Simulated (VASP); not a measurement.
Runs of VASP 6.6.1 on Li. The structure is that of space group Im-3m (No. 229), or close to it. The cells are those of the table. 

```csv
task,level,cell,k mesh,cutoff (eV),grid for exact exchange (PRECFOCK),share of exact exchange,screening parameter,gap on the mesh (eV),pressure (GPa)
relaxation of cell and atoms,PBE0,"relaxed from a = 3.039 Å, angles 109.5°, 1 atom",6 × 6 × 6,600,Normal,0.25,-,none,-0.1
single point,PBE0,"a = 3.013 Å, angles 109.5°, 1 atom",6 × 6 × 6,520,Normal,0.25,-,none,-
single point,PBE,"a = 2.959 Å, angles 110.6, 110.6, 107.3°, 1 atom",9 × 9 × 9,750,-,-,-,none,(b)
single point,PBE,"a = 3.039 Å, angles 109.5°, 1 atom",9 × 9 × 9,750,-,-,-,none,-0.9
single point,PBE,"a = 3.019 Å, angles 109.7, 109.7, 108.9°, 1 atom",9 × 9 × 9,750,-,-,-,none,-0.7
single point,PBE,"a = 3.080 Å, angles 108.9, 108.9, 110.5°, 1 atom",9 × 9 × 9,750,-,-,-,none,-1.3
single point,PBE,"a = 3.059 Å, angles 109.2, 109.2, 110.0°, 1 atom",9 × 9 × 9,750,-,-,-,none,(a)
single point,PBE-based screened hybrid with 25 % exact exchange,"a = 3.039 Å, angles 109.5°, 1 atom",6 × 6 × 6,520,Normal,0.25,0.3 1/Å,none,-
```

Alike in all rows: potentials or basis VASP PAW PBE potentials, release 64 (Li_sv); no spin polarisation; smearing fermi-dirac 0.05 eV.

Question: Estimate the missing entries.

Answer: (a) -1.1; (b) 0.1.

Caveats: some runs use coarse meshes; the cutoff is under 1.25 times the usual one of these potentials, so pressure, stress and relaxed cells hold a basis-set (Pulay) error (at least some runs); the PAW data sets were made with another functional, which shifts forces and pressure a little (at least some runs).

A gap of «none» marks levels without a gap at the run's occupations.
